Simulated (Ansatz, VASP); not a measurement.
Given: the input of a run of VASP 6.6.1 on ScNb.

Contents of INCAR:

```
SYSTEM = ScNb
  PREC = Accurate
  ENCUT = 520
  EDIFF = 1E-6
  ISMEAR = -1
  SIGMA = 0.05
  LREAL = .FALSE.
  LASPH = .TRUE.
  NELM = 80
  ALGO = Normal
  ISIF = 2
  LWAVE = .FALSE.
  LCHARG = .FALSE.
  GGA = PE
  NBANDS = 19
```

KPOINTS

```
regular mesh
0
G
  10 10 5
  0 0 0
```

Contents of POSCAR:

```
ScNb
1.0
    3.1059864133      0.0000000000      0.0000000000
   -1.5529932067      2.6898631377      0.0000000000
    0.0000000000      0.0000000000      5.1389410491
Nb Sc
1 1
Direct
    0.3333333333      0.6666666667      0.5000000000
    0.0000000000      0.0000000000      0.0000000000
```

Potentials or basis: VASP PAW PBE potentials, release 64 (Nb_sv, Sc_sv).

Run with:

```console
$ cat potpaw_PBE.64/Nb_sv/POTCAR potpaw_PBE.64/Sc_sv/POTCAR > POTCAR
$ mpirun -np 1 vasp_std > vasp.out
```

Q: Set up the same calculation for Ansatz 0.2.0. Potentials there: JTH PAW.

A: As run (the cutoff follows the program's own potentials):

input.yaml

```yaml
crystal:
  lattice:
    - [3.1059864133, 0.0, 0.0]
    - [-1.5529932067, 2.6898631377, 0.0]
    - [0.0, 0.0, 5.1389410491]
  atoms:
    - { symbol: Nb, position: [0.3333333333, 0.6666666667, 0.5] }
    - { symbol: Sc, position: [0.0, 0.0, 0.0] }
hamiltonian:
  xc: pbe
  pseudopotentials: { kind: paw, source: jth }
kpoints:
  mp_grid: { grid: [10, 10, 5] }
scf:
  occupations: { method: fermi_dirac, width: 0.05 }
output:
  forces: true
  stress: true
  eigenvalues: true
```

Potentials or basis: JTH PAW.

Command:

```sh
$ ansatz run input.yaml --threads 2 --pin off --max-ram 5632MiB --backend cpu --events-out ev --progress --plain --runs-dir out
```

Both were run:

|  | VASP | Ansatz | Ansatz less VASP |
| --- | --- | --- | --- |
| gap on the k mesh at the Fermi level (eV) | none | none | - |
| pressure (GPa) | -3.9 | -3.9 | +0.01 |
| traceless stress, the component that is largest in VASP (GPa) | -0.43 | -0.47 | -0.043 |

A gap of «none» marks a metal or a gap that the smearing closes.
